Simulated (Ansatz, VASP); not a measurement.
**Ge in VASP and in Ansatz**

```
Ge
1.0
     4.07369    0.00000    0.00000
    -2.03685    3.52792    0.00000
     0.00000    0.00000   25.81000
Ge
8
Cartesian
  0.0000 2.3519 7.4699
  0.0000 0.0000 8.2576
  0.0000 0.0000 10.8185
  2.0368 1.1760 11.6425
  2.0368 1.1760 14.1676
  0.0000 2.3519 14.9915
  0.0000 2.3519 17.5524
  0.0000 0.0000 18.3401
```

Alike in both runs: functional PBE; k mesh 9 × 9 × 1; occupations gaussian, width 0.1 eV; no spin polarisation.

Ansatz relaxed the structure, and its values are those at the end. VASP's run is a single point on that final structure, the one shown.

|  | VASP | Ansatz |
| --- | --- | --- |
| version | VASP 6.6.1 | Ansatz 0.2.0 |
| potentials or method | VASP PAW PBE potentials, release 64 (Ge_d), cutoff 520 eV | scalar-relativistic, plane waves, PAW |
| valence electrons in the cell | 112 | 112 |

```csv
,VASP,Ansatz,Ansatz less VASP
gap on the k mesh at the Fermi level (eV),none,none,-
rms of the force components (eV/Å),0.006,0.006,+0.0003
```

A gap of «none» marks a metal or a gap that the smearing closes.
